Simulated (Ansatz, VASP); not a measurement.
**Ta: VASP beside Ansatz**

The input POSCAR:

```
Ta
1.0
   -1.6017416000      1.6017416000      1.7008184000
    1.6017416000     -1.6017416000      1.7008184000
    1.6017416000      1.6017416000     -1.7008184000
Ta
1
Direct
    0.0000000000      0.0000000000      0.0000000000
```

Contents of INCAR.step1:

```
PREC = Accurate ; ENCUT = 520
ISMEAR = 0 ; SIGMA = 0.15
LREAL = F ; LASPH = T
NELM = 60 ; NBANDS = 12
GGA = PE ; ALGO = Normal
EDIFF = 1E-4 ; LWAVE = T
LCHARG = F
```

INCAR.step2

```
PREC = Accurate ; ENCUT = 520
EDIFF = 1E-6 ; ISMEAR = 0
SIGMA = 0.15 ; LREAL = F
LASPH = T ; NELM = 60
ALGO = Normal ; ISIF = 2
LWAVE = F ; LCHARG = F
METAGGA = R2SCAN ; LMIXTAU = T
NBANDS = 12 ; ISTART = 1
```

KPOINTS

```
Automatic mesh
0
Gamma
  20 20 20
```

Input for Ansatz:

```yaml
crystal:
  lattice:
    - [-1.6017416, 1.6017416, 1.7008184]
    - [1.6017416, -1.6017416, 1.7008184]
    - [1.6017416, 1.6017416, -1.7008184]
  atoms:
    - { symbol: Ta, position: [0.0, 0.0, 0.0] }
basis:
  ecutwfc: 500
kpoints:
  mp_grid: { grid: [20, 20, 20] }
hamiltonian:
  xc: r2scan
scf:
  occupations: { method: gaussian, width: 0.15 }
output:
  forces: true
  stress: true
  eigenvalues: true
```

Change from the starting cell: strain -0.030 along x and y, +0.030 along z, atoms carried along.

Alike in both runs: task single point; functional r2SCAN; k mesh 20 × 20 × 20; occupations gaussian, width 0.15 eV; no spin polarisation.

```csv
,VASP,Ansatz
version,VASP 6.6.1,Ansatz 0.2.0
potentials or method,"VASP PAW PBE potentials, release 64 (Ta_pv), cutoff 520 eV","scalar-relativistic, plane waves, PAW"
valence electrons in the cell,11,13
```

Ansatz gave:

- gap on the k mesh at the Fermi level (eV): none
- pressure (GPa): 7.6
- traceless stress, the component that is largest in VASP (GPa): -4.87

**Question.** Estimate VASP's values.

**Answer.** gap on the k mesh at the Fermi level (eV): none; pressure (GPa): 8.4; traceless stress, the component that is largest in VASP (GPa): -4.85.

VASP's potentials were made for PBE, not for r2SCAN. A gap of «none» marks a metal or a gap that the smearing closes. VASP's potentials hold 11 valence electrons a cell and Ansatz's 13, so a difference there can come from the potentials and not from the codes.

Neither program's run includes spin-orbit coupling.
